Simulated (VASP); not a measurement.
Input of a VASP 6.6.1 run:

File INCAR:

```
  ALGO = Normal
  EDIFF = 1E-7
  EDIFFG = -0.04
  ENCUT = 600
  GGA = PE
  IBRION = 2
  ISIF = 3
  ISMEAR = 0
  ISPIN = 2
  LASPH = True
  LCHARG = False
  LMAXMIX = 6
  LORBIT = 11
  LREAL = False
  LWAVE = False
  MAGMOM = 7 1 0 0
  NELM = 150
  NSW = 90
  PREC = Accurate
  SIGMA = 0.1
```

Contents of KPOINTS:

```
k-points
0
Gamma
  6 6 4
```

File POSCAR:

```
EuMoN2
1.0
    3.6115633900      0.0000000000      0.0000000000
   -1.8057817000      3.1277056400      0.0000000000
    0.0000000000      0.0000000000      7.0511875500
Eu Mo N
1 1 2
Direct
    0.0000000000      0.0000000000      0.5000000000
    0.0000000000      0.0000000000      0.0000000000
    0.0000000000      0.0000000000      0.2435688700
    0.0000000000      0.0000000000      0.7564311300
```

Potentials or basis: VASP PAW PBE potentials, release 64 (Eu, Mo_sv, N).

The run is started by

```sh
$ cat potpaw_PBE.64/Eu/POTCAR potpaw_PBE.64/Mo_sv/POTCAR potpaw_PBE.64/N/POTCAR > POTCAR
$ mpirun -np 1 vasp_std > vasp.out
```

Q: What does it give for the space group after relaxing (to 0.1 Å)?

A: P6/mmm (No. 191).

Q: Estimate the relaxed cell.

A: a = 3.323 Å, b = 3.323 Å, c = 8.141 Å, α = 90.00°, β = 90.00°, γ = 120.00°.

Final structure:
```
Eu Mo N
1.0
     3.32349    0.00000    0.00000
    -1.66175    2.87823    0.00000
     0.00000    0.00000    8.14083
Eu Mo N
1 1 2
Direct
  0.00000 0.00000 0.50000
  0.00000 0.00000 0.00000
  0.00000 0.00000 0.22722
  0.00000 0.00000 0.77278
```

Caveat: a cell axis changed by over 15 % at a fixed basis, so the end point is rough; a cell with one magnetic atom can't hold antiferromagnetic order, which such compounds often take. The state reached can hang on the start; a lower one may exist.
